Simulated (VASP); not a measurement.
A run of VASP 6.6.1:

Contents of INCAR:

```
PREC = Accurate
ENCUT = 520
EDIFF = 1E-7
ISMEAR = 0
SIGMA = 0.02
LREAL = F
LASPH = T
NELM = 60
ALGO = Normal
ISIF = 2
LWAVE = F
LCHARG = F
GGA = PE
IVDW = 12
NBANDS = 35
```

Contents of KPOINTS:

```
Automatic mesh
0
Gamma
  9 9 2
```

Contents of POSCAR:

```
WSe2
1.0
    3.2790490475      0.0000000000      0.0000000000
   -1.6395245237      2.8397397754      0.0000000000
    0.0000000000      0.0000000000     12.7900344843
W Se
2 4
Direct
    0.6666666667      0.3333333333      0.7500000000
    0.3333333333      0.6666666667      0.2500000000
    0.3333333333      0.6666666667      0.8816887242
    0.6666666667      0.3333333333      0.3816887242
    0.3333333333      0.6666666667      0.6183112758
    0.6666666667      0.3333333333      0.1183112758
```

Potentials or basis: VASP PAW PBE potentials, release 64 (W_sv, Se).

Command:

```sh
$ cat potpaw_PBE.64/W_sv/POTCAR potpaw_PBE.64/Se/POTCAR > POTCAR
$ mpirun -np 1 vasp_std > vasp.out
```

Hardware: 1 thread of AMD EPYC 9R45 96-Core Processor (Zen 5) (shared host).

Problem. How long does it take, and how much memory?

Solution. Wall time 69 s on 1 thread of AMD EPYC 9R45 96-Core Processor (Zen 5), with other jobs on the host, peak memory 0.25 GiB. Counts: scf iterations 15, k points 24.
